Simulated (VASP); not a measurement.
# Pb (Fd-3m) in VASP: notebook

The runs below take Pb through single point, with PBE.

Program: VASP 6.6.1. These are calculated values, not measurements. Logs are shortened: lines on timing, memory, paths and dates and some standing lists are left out, and cuts for length are marked.

### Step 1. The cell of the first run

The structure is cubic, space group Fd-3m (No. 227). The conventional cell has a = 6.062 Å, b = 6.062 Å, c = 6.062 Å, α = 90.00°, β = 90.00°, γ = 90.00°. Pb (site symmetry -43m) has 4 Pb at 2.62 Å within 3.5 Å.

This isn't the form of Pb at room conditions, which is fcc.

### Step 2. Single point, PBE

Input file INCAR:

```
PREC = Accurate
ENCUT = 500
EDIFF = 1E-6
ISMEAR = -1
SIGMA = 0.05
LREAL = False
LASPH = True
NELM = 120
ALGO = Normal
ISIF = 2
LWAVE = False
LCHARG = False
GGA = PE
NBANDS = 21
GGA_COMPAT = False
```

Input file KPOINTS:

```
Automatic mesh
0
Gamma
  11 11 11
```

Input file POSCAR:

```
Pb
1.0
    0.0000000000      3.0309529646      3.0309529646
    3.0309529646      0.0000000000      3.0309529646
    3.0309529646      3.0309529646      0.0000000000
Pb
2
Direct
   -0.1250000000     -0.1250000000     -0.1250000000
    0.1250000000      0.1250000000      0.1250000000
```

Potentials or basis: VASP PAW PBE potentials, release 64 (Pb_d).

Started as:

```
cat potpaw_PBE.64/Pb_d/POTCAR > POTCAR
mpirun -np 1 vasp_std > vasp.out
```

OUTCAR:

```text
PREC = Accurate
   ENCUT = 500
   EDIFF = 1E-6
   ISMEAR = -1
   LREAL = False
   LASPH = True
   NELM = 120
   ISIF = 2
   GGA = PE

 ion  position               nearest neighbor table
   1  0.875  0.875  0.875-   2 2.62   2 2.62   2 2.62   2 2.62
   2  0.125  0.125  0.125-   1 2.62   1 2.62   1 2.62   1 2.62

  LATTYP: Found a face centered cubic cell.
 ALAT       =     6.0619059292

  Lattice vectors:

 A1 = (   0.0000000000,   3.0309529646,   3.0309529646)
 A2 = (   3.0309529646,   0.0000000000,   3.0309529646)
 A3 = (   3.0309529646,   3.0309529646,   0.0000000000)

Analysis of symmetry for initial positions (statically):
=====================================================================
 Subroutine PRICEL returns:
 Original cell was already a primitive cell.

 Routine SETGRP: Setting up the symmetry group for a
 face centered cubic supercell.

 Subroutine GETGRP returns: Found 48 space group operations
 (whereof 12 operations were pure point group operations)
 out of a pool of 48 trial point group operations.

The static configuration has the point symmetry D_3d.
 The point group associated with its full space group is O_h .

Analysis of symmetry for dynamics (positions and initial velocities):
=====================================================================
 Subroutine PRICEL returns:
 Original cell was already a primitive cell.

 Routine SETGRP: Setting up the symmetry group for a
 face centered cubic supercell.

 Subroutine GETGRP returns: Found 48 space group operations
 (whereof 12 operations were pure point group operations)
 out of a pool of 48 trial point group operations.

The dynamic configuration has the point symmetry D_3d.
 The point group associated with its full space group is O_h .

 Subroutine INISYM returns: Found 48 space group operations
 (whereof 12 operations are pure point group operations),
 and found     1 'primitive' translations

----------------------------------------------------------------------------------------

                                     Primitive cell

  volume of cell :      55.6888

  direct lattice vectors                    reciprocal lattice vectors
     0.000000000  3.030952965  3.030952965    -0.164964619  0.164964619  0.164964619
     3.030952965  0.000000000  3.030952965     0.164964619 -0.164964619  0.164964619
[... 78 lines left out ...]
   ICHARG =      2    charge: 1-file 2-atom 10-const
   ISPIN  =      1    spin polarized calculation?
   LNONCOLLINEAR =      F non collinear calculations
   LSORBIT =      F    spin-orbit coupling
   LASPH  =      T    aspherical Exc in radial PAW
   ENCUT  =  500.0 eV  36.75 Ry    6.06 a.u.   7.82  7.82  7.82*2*pi/ulx,y,z
   NELM   =    120;   NELMIN=  2; NELMDL= -5     # of ELM steps
   EDIFF  = 0.1E-05   stopping-criterion for ELM
   LREAL  =      F    real-space projection
   EDIFFG = 0.1E-04   stopping-criterion for IOM
   NSW    =      0    number of steps for IOM
   IBRION =     -1    ionic relax: 0-MD 1-quasi-New 2-CG
   NFREE  =      0    steps in history (QN), initial steepest desc. (CG)
   ISIF   =      2    stress and relaxation
   ISYM   =      2    0-nonsym 1-usesym 2-fastsym
   POTIM  = 0.5000    time-step for ionic-motion
   TEBEG  =    0.0;   TEEND  =   0.0 temperature during run
   PSTRESS=    0.0 pullay stress
   NELECT =      28.0000    total number of electrons
   NUPDOWN=      -1.0000    fix difference up-down
   EMIN   =  10.00;   EMAX   =-10.00  energy-range for DOS
   EFERMI =   0.00;   METHOD = LEGACY
   ISMEAR =    -1;   SIGMA  =   0.05  broadening in eV -4-tet -1-fermi 0-gaus
   EFERMI_NEDOS =   21; number of points for ismear=-14 and -15
   IALGO  =     38    algorithm
   IMIX   =      4    mixing-type and parameters
     AMIX     =   0.40;   BMIX     =  1.00
     AMIX_MAG =   1.60;   BMIX_MAG =  1.00
  volume/ion in A,a.u.               =      27.84       187.90
  Fermi-wavevector in a.u.,A,eV,Ry     =   1.301782  2.460012 23.056933  1.694637
  Thomas-Fermi vector in A             =   2.432893
   LORBIT       =      0    0 simple, 1 ext, 2 COOP (PROOUT), +10 PAW based schemes
   GGA     = PE    functional components
   LHFCALC =     F    Hartree Fock is set to
   AEXX    =    0.0000 exact exchange contribution
   IVDW    =     0    specifies the selected vdW correction
   LEPSILON=     F    determine dielectric tensor
   LRPA    =     F    only Hartree local field effects (RPA)
 non-spin polarized calculation
  energy-cutoff  :      500.00
  volume of cell :       55.69
 maximum number of plane-waves:      1425
   NGX = 15   NGY = 15   NGZ = 15

 number of electron      28.0000009 magnetization

 Free energy of the ion-electron system (eV)
  ---------------------------------------------------
  ext. energy  EPLUGINS =         0.00000000
  ---------------------------------------------------
  free energy    TOTEN  =        -4.35671041 eV

  energy without entropy =       -4.35588079  energy(sigma->0) =       -4.35629560

 E-fermi :   8.8836     XC(G=0): -10.1943

 val. band max:        8.8574902211   @ k =   0.1818   0.0000   0.0000
 cond. band min:       9.0545732216   @ k =  -0.0909   0.0909   0.0000
 fundamental gap:      0.1970830006
 Fermi energy:         8.8835520513

 k-point     1 :       0.0000    0.0000    0.0000
  band No.  band energies     occupation
      1      -9.9155      2.00000
      2      -9.9155      2.00000
      3      -9.9155      2.00000
      4      -9.7614      2.00000
      5      -9.7614      2.00000
      6      -8.7107      2.00000
[... 565 lines left out ...]
     20      16.5240      0.00000
     21      17.6000      0.00000

 [... further k-points ...]

------------------------ aborting loop because EDIFF is reached ----------------------------------------

  FORCE on cell =-STRESS in cart. coord.  units (eV):
  Direction    XX          YY          ZZ          XY          YZ          ZX
  --------------------------------------------------------------------------------------
  -------------------------------------------------------------------------------------
  Total       12.1108476     12.1108476     12.1108476      0.0000000     -0.0000000      0.0000000
  in kB      348.4315987    348.4315987    348.4315987      0.0000000     -0.0000000      0.0000000
  external PRESSURE =     348.4315987 kB  Pullay stress =       0.0000000 kB

 VOLUME and BASIS-vectors are now :
 -----------------------------------------------------------------------------
  energy-cutoff  :      500.00
  volume of cell :       55.69
      direct lattice vectors                 reciprocal lattice vectors
     0.000000000  3.030952965  3.030952965    -0.164964619  0.164964619  0.164964619
     3.030952965  0.000000000  3.030952965     0.164964619 -0.164964619  0.164964619
     3.030952965  3.030952965  0.000000000     0.164964619  0.164964619 -0.164964619

 POSITION                                       TOTAL-FORCE (eV/Angst)
 -----------------------------------------------------------------------------------
      5.30417      5.30417      5.30417         0.000000      0.000000     -0.000000
      0.75774      0.75774      0.75774        -0.000000     -0.000000      0.000000
 -----------------------------------------------------------------------------------
    total drift:                                0.000000      0.000000     -0.000000

  FREE ENERGIE OF THE ION-ELECTRON SYSTEM (eV)
  ---------------------------------------------------
  free  energy   TOTEN  =        -4.3567104095 eV

  energy  without entropy=       -4.3558807886  energy(sigma->0) =       -4.35629560
```

stdout:

```text
POSCAR found type information on POSCAR Pb
 POSCAR found :  1 types and       2 ions
 scaLAPACK will be used
 LDA part: xc-table for (Slater+PW92), standard interpolation
 POSCAR, INCAR and KPOINTS ok, starting setup
 FFT: planning ... GRIDC
 FFT: planning ... GRID_SOFT
 FFT: planning ... GRID
 WAVECAR not read
 entering main loop
```

Run time: 20 s. Hardware: 1 thread of Intel Xeon 6975P-C (Granite Rapids), shared host; peak memory 0.19 GiB.

Results:

```yaml
Free_energy: -4.3567 eV
Pressure: 34.8 GPa
Band_gap_on_the_k_mesh: zero (bands 14 and 15 overlap by 1.19 eV)
```

Levels at points of the mesh, in eV from the Fermi level:
```csv
k point,band 10,band 11,band 12,band 13,band 14,band 15,band 16,band 17,band 18,band 19
"(0.00, 0.00, 0.00)",-17.41,-14.28,-1.75,0.48,0.48,0.48,2.44,2.44,2.44,3.85
```

Caveat: the cell stands under pressure; spin-orbit coupling is left out, which moves the levels of the heavy elements.

### Step 3. Single point, PBE

Input file INCAR:

```
SYSTEM = Pb
PREC = Accurate
ENCUT = 500
EDIFF = 1E-6
ISMEAR = -1
SIGMA = 0.05
LREAL = .False.
LASPH = .True.
NELM = 120
ALGO = Normal
ISIF = 2
LWAVE = .False.
LCHARG = .True.
GGA = PE
LELF = .True.
LVHAR = .True.
NBANDS = 21
GGA_COMPAT = .False.
```

Input file KPOINTS:

```
regular mesh
0
Gamma
  11 11 11
  0 0 0
```

POSCAR is that of step 2.

Potentials or basis: VASP PAW PBE potentials, release 64 (Pb_d).

Started as:

```
cat potpaw_PBE.64/Pb_d/POTCAR > POTCAR
mpirun -np 1 vasp_std > vasp.out
```

Run time: 21 s. Hardware: 1 thread of Intel Xeon 6975P-C (Granite Rapids), shared host; peak memory 0.19 GiB.

It converged, with:

| Item | Value |
| --- | --- |
| Free energy | -4.3567 eV |
| Pressure | 34.8 GPa |
| Band gap on the k mesh | zero (bands 14 and 15 overlap by 1.19 eV) |

Levels at points of the mesh, in eV from the Fermi level:
```tsv
k point	band 10	band 11	band 12	band 13	band 14	band 15	band 16	band 17	band 18	band 19
(0.00, 0.00, 0.00)	-17.41	-14.28	-1.75	0.48	0.48	0.48	2.44	2.44	2.44	3.85
```

Caveat: the cell stands under pressure; spin-orbit coupling is left out, which moves the levels of the heavy elements.

The gap in the log of VASP goes by the Fermi energy; the results here count the filled bands.